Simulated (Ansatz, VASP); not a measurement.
## Two plane-wave programs on NaH

The input INCAR:

```
SYSTEM = NaH
PREC     = Accurate       ! precision mode
ENCUT    = 520            ! plane-wave cutoff, eV
EDIFF    = 1E-7           ! SCF threshold, eV
ISMEAR   = 0              ! smearing method
SIGMA    = 0.01           ! smearing width, eV
LREAL    = .False.        ! projectors in reciprocal space
LASPH    = .True.         ! aspherical terms in the spheres
NELM     = 80             ! most SCF steps
ALGO     = Normal         ! electronic algorithm
ISIF     = 2              ! what is computed and relaxed
LWAVE    = .False.        ! write WAVECAR
LCHARG   = .True.         ! write CHGCAR
GGA      = PE             ! functional
LELF     = .True.         ! ELF
LVHAR    = .True.       
NBANDS   = 11             ! bands
```

KPOINTS

```
regular mesh
0
Gamma
  6 6 6
  0 0 0
```

The input POSCAR:

```
NaH
1.0
    0.0000000000      2.3975116422      2.3975116422
    2.3975116422      0.0000000000      2.3975116422
    2.3975116422      2.3975116422      0.0000000000
Na H
1 1
Direct
    0.0000000000      0.0000000000      0.0000000000
    0.5000000000      0.5000000000      0.5000000000
```

Input for Ansatz:

```yaml
crystal:
  lattice:
    - [0.0, 2.3975116422, 2.3975116422]
    - [2.3975116422, 0.0, 2.3975116422]
    - [2.3975116422, 2.3975116422, 0.0]
  atoms:
    - { symbol: Na, position: [0.0, 0.0, 0.0] }
    - { symbol: H, position: [0.5, 0.5, 0.5] }
kpoints:
  mp_grid: { grid: [6, 6, 6] }
hamiltonian:
  xc: pbe
scf:
  occupations: { method: fixed }
  n_extra_bands: 4
output:
  forces: true
  stress: true
  eigenvalues: true
```

Alike in both runs: task single point; functional PBE; k mesh 6 × 6 × 6; no spin polarisation.

```csv
,VASP,Ansatz
version,VASP 6.6.1,Ansatz 0.2.0
potentials or method,"VASP PAW PBE potentials, release 64 (Na_pv, H)","plane waves, PAW"
plane-wave cutoff (eV),520,420
occupations,"gaussian, width 0.01 eV",fixed
valence electrons in the cell,8,10
```

|  | VASP | Ansatz | Ansatz less VASP |
| --- | --- | --- | --- |
| gap on the k mesh at the Fermi level (eV) | 3.85 | 3.85 | +0.002 |
| pressure (GPa) | 0.5 | 0.6 | +0.03 |

VASP's potentials hold 8 valence electrons a cell and Ansatz's 10, so a difference there can come from the potentials and not from the codes.
